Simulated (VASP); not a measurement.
The system is Te.

```
Te
1.0
     4.44693    0.00000    0.00000
    -2.22346    3.85115    0.00000
     0.00000    0.00000    5.91492
Te
3
Direct
  0.26900 0.00000 0.16667
  0.00000 0.26900 0.83333
  0.73100 0.73100 0.50000
```

| Property | Result |
| --- | --- |
| Program | VASP 6.6.1 |
| Task | relaxation of cell and atoms |
| Functional | PBE |
| Dispersion | D3(BJ) |
| Potentials or basis | VASP PAW PBE potentials, release 64 (Te) |
| Cutoff | 600 eV |
| k mesh | 9 × 9 × 6 |
| Occupations | gaussian, width 0.01 eV |
| Spin | no spin polarisation |

At the start: pressure -0.5 GPa; volume 33.77 Å³/atom.

Question: How do energy, volume and symmetry change on relaxing?

Answer: Over 19 steps the energy falls by 11.5 meV/atom and the volume is 32.08 Å³/atom (-5.0 %); space group P3_221 (No. 154, to 0.1 Å) before and after.

The path:
```csv
step,energy change (eV),largest force (eV/Å),pressure (GPa),volume (Å³)
1,0.0000,0.1912,-0.50,101.30
2,-0.0098,0.2072,-0.06,99.75
3,-0.0175,0.2340,0.87,96.99
4,-0.0223,0.1964,0.72,96.86
5,-0.0317,0.0949,0.33,96.47
6,-0.0311,0.0644,-0.28,95.66
7,-0.0344,0.0109,0.01,96.08
8,-0.0344,0.0146,0.03,96.10
9,-0.0344,0.0132,0.01,96.14
10,-0.0345,0.0091,-0.02,96.25
11,-0.0345,0.0009,-0.10,96.46
12,-0.0345,0.0055,-0.06,96.34
13,-0.0345,0.0077,-0.01,96.27
14,-0.0346,0.0086,-0.01,96.25
15,-0.0346,0.0089,0.01,96.24
16,-0.0346,0.0086,0.01,96.24
17,-0.0346,0.0084,0.01,96.25
18,-0.0346,0.0071,0.01,96.25
19,-0.0346,0.0020,-0.01,96.25
```

Final structure:
```
CELL_PARAMETERS angstrom
4.31542 0.00000 0.00000
-2.15771 3.73727 0.00000
0.00000 0.00000 5.96823
ATOMIC_POSITIONS crystal
Te 0.28519 0.00000 0.16667
Te 0.00000 0.28519 0.83333
Te 0.71481 0.71481 0.50000
```
